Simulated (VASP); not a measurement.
Set up this calculation in VASP 6.6.1, as the native input.

| Property | Result |
| --- | --- |
| Task | single point |
| Functional | PBE |
| Dispersion | D4 |
| Potentials or basis | VASP PAW PBE potentials, release 64 (Fe, O) |
| Cutoff | 600 eV |
| k mesh | 7 × 7 × 7 |
| Occupations | fermi-dirac, width 0.05 eV |
| Spin | collinear spin, ferromagnetic start |
| Starting moments | [3.0, 3.0, 3.0, 3.0, 0.0, 0.0, 0.0, 0.0, 0.0, 0.0] μB |
| Dipole correction | no |
| Further INCAR settings | ALGO = Normal; EDIFF = 1e-06; NBANDS = 49 |

The structure of Fe2O3 lies in POSCAR:

```
Fe2O3
1.0
    2.3725334092      1.3697828025      4.4130201649
   -2.3725334092      1.3697828025      4.4130201649
    0.0000000000     -2.7395656049      4.4130201649
Fe O
4 6
Direct
    0.3455907028      0.3455907028      0.3455907028
    0.1544092972      0.1544092972      0.1544092972
    0.6544092972      0.6544092972      0.6544092972
    0.8455907028      0.8455907028      0.8455907028
    0.5637240952      0.2500000000      0.9362759048
    0.2500000000      0.9362759048      0.5637240952
    0.9362759048      0.5637240952      0.2500000000
    0.4362759048      0.7500000000      0.0637240952
    0.7500000000      0.0637240952      0.4362759048
    0.0637240952      0.4362759048      0.7500000000
```

One way to write it, as run:

INCAR

```
SYSTEM = Fe2O3
ALGO = Normal
EDIFF = 1E-6
ENCUT = 600
GGA = PE
GGA_COMPAT = .FALSE.
ISIF = 2
ISMEAR = -1
ISPIN = 2
IVDW = 13
LASPH = .TRUE.
LCHARG = .FALSE.
LMAXMIX = 4
LORBIT = 11
LREAL = .FALSE.
LWAVE = .FALSE.
MAGMOM = 3 3 3 3 0 0 0 0 0 0
NBANDS = 49
NELM = 200
PREC = Accurate
SIGMA = 0.05
```

KPOINTS

```
k-points
0
G
  7 7 7
  0 0 0
```

Potentials or basis: VASP PAW PBE potentials, release 64 (Fe, O).

Command:

```bash
$ cat potpaw_PBE.64/Fe/POTCAR potpaw_PBE.64/O/POTCAR > POTCAR
$ mpirun -np 1 vasp_std > vasp.out
```

Results of the run:

```yaml
Pressure: 1.5 GPa
Largest_force: 0.040 eV/Å
Band_gap_on_the_k_mesh: zero (filled and empty bands overlap)
Net_moment: 4.00 μB per cell
Site_moments: Fe +0.94; O +0.03 μB
Valence_electrons_inside_the_program's_atomic_spheres: Fe 7.42; O 5.02
Dispersion_energy_per_atom: -0.243 eV
```

Caveat: semilocal functionals often make such compounds metallic where correlation or magnetic order opens a gap, which also shifts bond lengths; the run started ferromagnetic, and an antiferromagnetic order may lie lower in energy.

It took 12 min on 1 thread of Intel(R) Xeon(R) Platinum 8488C (Sapphire Rapids), with other jobs on the host, peak memory 0.51 GiB.
